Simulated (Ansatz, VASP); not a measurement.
# Two plane-wave programs on B

```
CELL_PARAMETERS angstrom
0.00000 2.02471 2.02471
2.02471 0.00000 2.02471
2.02471 2.02471 0.00000
ATOMIC_POSITIONS crystal
B 0.50000 0.50000 0.50000
B 0.75000 0.75000 0.75000
```

Alike in both runs: functional PBE; k mesh 8 × 8 × 8; occupations gaussian, width 0.1 eV; no spin polarisation.

Ansatz relaxed the structure, and its values are those at the end. VASP's run is a single point on that final structure, the one shown.

|  | VASP | Ansatz |
| --- | --- | --- |
| version | VASP 6.6.1 | Ansatz 0.2.0 |
| potentials or method | VASP PAW PBE potentials, release 64 (B), cutoff 520 eV | scalar-relativistic, plane waves, PAW |
| valence electrons in the cell | 6 | 6 |

|  | VASP | Ansatz | Ansatz less VASP |
| --- | --- | --- | --- |
| gap on the k mesh at the Fermi level (eV) | none | none | - |
| pressure (GPa) | 0.3 | 0.3 | +0.01 |

A gap of «none» marks a metal or a gap that the smearing closes.
